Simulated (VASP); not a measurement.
Write the native input for VASP 6.6.1 that does the following.

* Task: electric field gradients
* Functional: r2SCAN
* Potentials or basis: VASP PAW PBE potentials, release 64 (Zr_sv, C)
* Cutoff: 520 eV
* k mesh: 11 × 11 × 11
* Occupations: fermi-dirac, width 0.05 eV
* Spin: no spin polarisation
* Dipole correction: no
* Further INCAR settings: ALGO = Normal; EDIFF = 1e-08; NBANDS = 15

ZrC:

```xyz
2
Lattice="0.0000 2.3650 2.3650 2.3650 0.0000 2.3650 2.3650 2.3650 0.0000" Properties=species:S:1:pos:R:3 pbc="T T T"
Zr    2.3650    2.3650    2.4833
C     0.0000    0.0000   -0.1183
```

This cell differs from its parent crystal: shortest bond scaled by 1.1.

The input as run:

POSCAR

```
ZrC
1.0
    0.0000000000      2.3650000000      2.3650000000
    2.3650000000      0.0000000000      2.3650000000
    2.3650000000      2.3650000000      0.0000000000
Zr C
1 1
Direct
    0.5250000000      0.5250000000      0.4750000000
   -0.0250000000     -0.0250000000      0.0250000000
```

INCAR.step1

```
  ALGO = Normal
  EDIFF = 1E-4
  ENCUT = 520
  GGA = PE
  ISMEAR = -1
  LASPH = True
  LCHARG = False
  LREAL = False
  LWAVE = True
  NBANDS = 15
  NELM = 60
  PREC = Accurate
  SIGMA = 0.05
```

INCAR.step2

```
  ALGO = Normal
  EDIFF = 1E-8
  ENCUT = 520
  ISIF = 2
  ISMEAR = -1
  ISTART = 1
  LASPH = True
  LCHARG = False
  LEFG = True
  LMIXTAU = True
  LREAL = False
  LWAVE = False
  METAGGA = R2SCAN
  NBANDS = 15
  NELM = 60
  PREC = Accurate
  SIGMA = 0.05
```

KPOINTS

```
k-points
0
Gamma
  11 11 11
```

Potentials or basis: VASP PAW PBE potentials, release 64 (Zr_sv, C).

The run is started by

```console
$ cat potpaw_PBE.64/Zr_sv/POTCAR potpaw_PBE.64/C/POTCAR > POTCAR
$ cp INCAR.step1 INCAR
$ mpirun -np 1 vasp_std > vasp.out
$ cp INCAR.step2 INCAR
$ mpirun -np 1 vasp_std > vasp.out
```

It gave:

```json
{
  "Pressure": "1.9 GPa",
  "Largest force": "1.789 eV/Å",
  "Band gap on the k mesh": "zero (bands 8 and 9 overlap by 0.74 eV)",
  "Largest electric field gradient by atom": "Zr -33.3; C -7.0 V/Å²"
}
```

Caveat: the cell differs from its parent crystal (shortest bond scaled by 1.1); the stress differs along the axes, from -3 to 12 GPa; without QUAD_EFG the Cq values of the log hold for a quadrupole moment of 1 mb, not for the nuclei; the PAW data sets were made with another functional, which shifts forces and pressure a little.

It took 4.9 min on 1 thread of Intel(R) Xeon(R) Platinum 8375C CPU @ 2.90GHz (Ice Lake), with other jobs on the host, peak memory 0.2 GiB.
